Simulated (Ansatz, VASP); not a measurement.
# HCl in VASP and in Ansatz

```
H Cl
1.0
     0.00000    2.87438    2.73750
     2.87438    0.00000    2.73750
     2.87438    2.87438    0.00000
H Cl
1 1
Direct
  0.00000 0.00000 0.00000
  0.50000 0.50000 0.50000
```

Change from the starting cell: strain +0.050 along x and y, +0.000 along z, atoms carried along.

Alike in both runs: task single point; functional PBEsol; k mesh 16 × 16 × 16; occupations gaussian, width 0.15 eV; no spin polarisation.

|  | VASP | Ansatz |
| --- | --- | --- |
| version | VASP 6.6.1 | Ansatz 0.2.0 |
| potentials or method | VASP PAW PBE potentials, release 64 (H, Cl), cutoff 520 eV | scalar-relativistic, plane waves, PAW |
| valence electrons in the cell | 8 | 8 |

VASP gave:

* gap on the k mesh at the Fermi level (eV): none
* pressure (GPa): -9.5
* traceless stress, the component that is largest in VASP (GPa): -2.31

Question: What did Ansatz give for the same quantities?

Answer: gap on the k mesh at the Fermi level (eV): none; pressure (GPa): -9.5; traceless stress, the component that is largest in VASP (GPa): -2.30.

VASP's potentials were made for PBE, not for PBEsol. A gap of «none» marks a metal or a gap that the smearing closes. The functional is the same, so the differences come from potentials, cutoffs and numerics.
